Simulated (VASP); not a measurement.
Write the native input for VASP 6.6.1 that does the following.

- Task: single point
- Functional: PBE
- Potentials or basis: VASP PAW PBE potentials, release 64 (Ti_sv, Co)
- Cutoff: 520 eV
- k mesh: 8 × 12 × 8
- Occupations: fermi-dirac, width 0.03 eV
- Spin: collinear spin, ferromagnetic start
- Starting moments: [1.0, 1.0, 2.0, 2.0] μB
- Dipole correction: no
- Further INCAR settings: ALGO = Normal; EDIFF = 1e-06; NBANDS = 33

The structure of TiCo lies in POSCAR:

```
TiCo
1.0
    0.0000000000      2.9861109900      2.9861109900
    2.9861109900      0.0000000000      0.0000000000
    0.0000000000      2.9861109900     -2.9861109900
Ti Co
2 2
Direct
    0.0000000000      0.0000000000      0.0000000000
    0.5000000000      0.0000000000      0.5000000000
    0.5000000000      0.5000000000      0.0000000000
    0.0000000000      0.5000000000      0.5000000000
```

One way to write it, as run:

INCAR

```
ALGO = Normal
EDIFF = 1E-6
ENCUT = 520
GGA = PE
ISIF = 2
ISMEAR = -1
ISPIN = 2
LASPH = T
LCHARG = T
LELF = T
LMAXMIX = 4
LORBIT = 11
LREAL = F
LVHAR = T
LWAVE = F
MAGMOM = 1 1 2 2
NBANDS = 33
NELM = 150
PREC = Accurate
SIGMA = 0.03
```

KPOINTS

```
k-points
0
Gamma
  8 12 8
```

Potentials or basis: VASP PAW PBE potentials, release 64 (Ti_sv, Co).

Run with:

```bash
$ cat potpaw_PBE.64/Ti_sv/POTCAR potpaw_PBE.64/Co/POTCAR > POTCAR
$ mpirun -np 1 vasp_std > vasp.out
```

It gave:

The pressure is -0.6 GPa and the net moment is 1.75 μB per cell. The site moments are Ti -0.02; Co +0.95 μB and the valence electrons inside the program's atomic spheres are Ti 10.29; Co 8.29.

Wall time 9.2 min on 1 thread of Intel Xeon 8259CL, on a shared host, peak memory 0.38 GiB.
